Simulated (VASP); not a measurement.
A run of VASP 6.6.1 is set up as follows.

Contents of INCAR:

```
SYSTEM = Al3H2
PREC     = Accurate       ! precision mode
ENCUT    = 600            ! plane-wave cutoff, eV
EDIFF    = 1E-6           ! SCF threshold, eV
ISMEAR   = 0              ! smearing method
SIGMA    = 0.1            ! smearing width, eV
LREAL    = .FALSE.        ! projectors in reciprocal space
LASPH    = .TRUE.         ! aspherical terms in the spheres
NELM     = 80             ! most SCF steps
ALGO     = Normal         ! electronic algorithm
ISIF     = 3              ! what is computed and relaxed
LWAVE    = .FALSE.        ! write WAVECAR
LCHARG   = .FALSE.        ! write CHGCAR
GGA      = PE             ! functional
IBRION   = 2              ! ionic algorithm
NSW      = 100            ! ionic steps
EDIFFG   = -0.01          ! ionic threshold
```

Contents of KPOINTS:

```
Automatic mesh
0
G
  10 6 8
  0 0 0
```

Contents of POSCAR:

```
Al3H2
1.0
    2.8867110282      0.0000000000      0.0000000000
    0.0000000000      5.6550990960      0.0000000000
   -0.3685350148      0.0000000000      3.9732140464
Al H
3 2
Direct
    0.5000000000      0.2604455932      0.5000000000
    0.5000000000      0.7395544068      0.5000000000
    0.0000000000      0.0000000000      0.0000000000
    0.5304258295      0.5000000000      0.7809924006
    0.4695741705      0.5000000000      0.2190075994
```

Potentials or basis: VASP PAW PBE potentials, release 64 (Al, H).

Launch:

```sh
$ cat potpaw_PBE.64/Al/POTCAR potpaw_PBE.64/H/POTCAR > POTCAR
$ mpirun -np 1 vasp_std > vasp.out
```

Task: Predict the relaxed volume.

Result: 12.96 Å³/atom.

Task: Predict the relaxed cell.

Result: a = 2.813 Å, b = 5.696 Å, c = 4.044 Å, α = 90.00°, β = 90.02°, γ = 90.00°.

Task: What does it give for the space group after relaxing (to 0.1 Å)?

Result: Pmmm (No. 47).

Task: Estimate the band gap on the k mesh.

Result: Zero (an odd number of electrons rules out a gap without spin polarisation).

Step by step:
| step | energy change (eV) | largest force (eV/Å) | pressure (GPa) | volume (Å³) |
| --- | --- | --- | --- | --- |
| 1 | 0.0000 | 0.0640 | 0.16 | 64.86 |
| 2 | -0.0117 | 0.0560 | -0.14 | 64.98 |
| 3 | -0.0219 | 0.1124 | -0.54 | 65.19 |
| 4 | -0.0224 | 0.1255 | -0.61 | 65.24 |
| 5 | -0.0252 | 0.0928 | 0.29 | 64.59 |
| 6 | -0.0253 | 0.0761 | 0.18 | 64.67 |
| 7 | -0.0266 | 0.0294 | 0.16 | 64.70 |
| 8 | -0.0272 | 0.0313 | 0.14 | 64.72 |
| 9 | -0.0277 | 0.0219 | -0.07 | 64.93 |
| 10 | -0.0278 | 0.0192 | -0.18 | 65.03 |
| 11 | -0.0282 | 0.0187 | -0.08 | 64.93 |
| 12 | -0.0284 | 0.0302 | 0.02 | 64.82 |
| 13 | -0.0285 | 0.0316 | -0.04 | 64.79 |
| 14 | -0.0286 | 0.0146 | -0.02 | 64.80 |
| 15 | -0.0287 | 0.0137 | 0.02 | 64.76 |
| 16 | -0.0288 | 0.0129 | 0.11 | 64.65 |
| 17 | -0.0289 | 0.0114 | 0.08 | 64.68 |
| 18 | -0.0290 | 0.0128 | -0.03 | 64.77 |
| 19 | -0.0290 | 0.0139 | -0.04 | 64.78 |
| 20 | -0.0290 | 0.0131 | -0.04 | 64.78 |
| 21 | -0.0291 | 0.0111 | 0.00 | 64.75 |
| 22 | -0.0293 | 0.0099 | 0.07 | 64.70 |
| 23 | -0.0292 | 0.0197 | 0.20 | 64.60 |
| 24 | -0.0293 | 0.0126 | 0.11 | 64.67 |
| 25 | -0.0293 | 0.0082 | 0.09 | 64.68 |
| 26 | -0.0294 | 0.0084 | 0.05 | 64.72 |
| 27 | -0.0294 | 0.0317 | -0.04 | 64.79 |
| 28 | -0.0295 | 0.0182 | 0.00 | 64.75 |
| 29 | -0.0295 | 0.0141 | 0.01 | 64.76 |
| 30 | -0.0295 | 0.0007 | 0.01 | 64.78 |
